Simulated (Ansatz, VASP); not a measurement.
One calculation of SrGa2B2, two programs

Contents of INCAR:

```
SYSTEM = SrGa2B2
ALGO = Normal ; EDIFF = 1E-6
ENCUT = 520 ; GGA = PE
ISIF = 2 ; ISMEAR = -1
ISPIN = 2 ; LASPH = .TRUE.
LCHARG = .TRUE. ; LELF = .TRUE.
LORBIT = 11 ; LREAL = .FALSE.
LVHAR = .TRUE. ; LWAVE = .FALSE.
MAGMOM = 0.2 0.2 0.2 0.2 0.2 ; NBANDS = 33
NELM = 150 ; PREC = Accurate
SIGMA = 0.1
```

The input KPOINTS:

```
k-points
0
G
  5 5 4
  0 0 0
```

Contents of POSCAR:

```
SrGa2B2
1.0
    2.2179950000      3.8416770000      0.0000000000
   -2.2179950000      3.8416770000      0.0000000000
    0.0000000000      0.0000000000      4.7447680000
Ga B Sr
2 2 1
Direct
    0.3333000000      0.3334000000      0.4656000000
    0.6667000000      0.6666000000      0.5344000000
    0.3333000000      0.3334000000      0.1067000000
    0.6667000000      0.6666000000      0.8933000000
    0.0000000000      0.0000000000      0.0000000000
```

Input for Ansatz:

```yaml
crystal:
  lattice:
    - [2.217995, 3.841677, 0.0]
    - [-2.217995, 3.841677, 0.0]
    - [0.0, 0.0, 4.744768]
  atoms:
    - { symbol: Ga, position: [0.3333, 0.3334, 0.4656], spin: 0.2 }
    - { symbol: Ga, position: [0.6667, 0.6666, 0.5344], spin: 0.2 }
    - { symbol: B, position: [0.3333, 0.3334, 0.1067], spin: 0.2 }
    - { symbol: B, position: [0.6667, 0.6666, 0.8933], spin: 0.2 }
    - { symbol: Sr, position: [0.0, 0.0, 0.0], spin: 0.2 }
  symmetry: { tolerance: 0.0003 }
kpoints:
  mp_grid: { grid: [5, 5, 4], shift: [0, 0, 0] }
magnetization:
  spin_polarized: true
scf:
  occupations: { method: fermi_dirac }
hamiltonian:
  pseudopotentials: { kind: paw }
  xc: pbe
basis:
  ecutwfc: 420
output:
  forces: true
  stress: true
  eigenvalues: true
```

Alike in both runs: task single point; functional PBE; k mesh 5 × 5 × 4; collinear spin.

|  | VASP | Ansatz |
| --- | --- | --- |
| version | VASP 6.6.1 | Ansatz 0.2.0 |
| potentials or method | VASP PAW PBE potentials, release 64 (Ga_d, B, Sr_sv), cutoff 520 eV | PAW plane waves |
| occupations | fermi-dirac, width 0.1 eV | fermi-dirac |
| valence electrons in the cell | 42 | 42 |

|  | VASP | Ansatz | Ansatz less VASP |
| --- | --- | --- | --- |
| gap on the k mesh at the Fermi level (eV) | none | none | - |
| pressure (GPa) | 24.1 | 23.8 | -0.33 |
| traceless stress, the component that is largest in VASP (GPa) | 27.95 | 28.05 | +0.100 |
| rms of the force components (eV/Å) | 3.868 | 3.865 | -0.0026 |
| net moment per atom (μB) | 0.00 | 0.00 | 0.000 |

Atom by atom the forces differ by 0.004 eV/Å (rms over components). A gap of «none» marks a metal or a gap that the smearing closes. Ansatz's warnings: seeded moment not kept, structure snapped to symmetry.
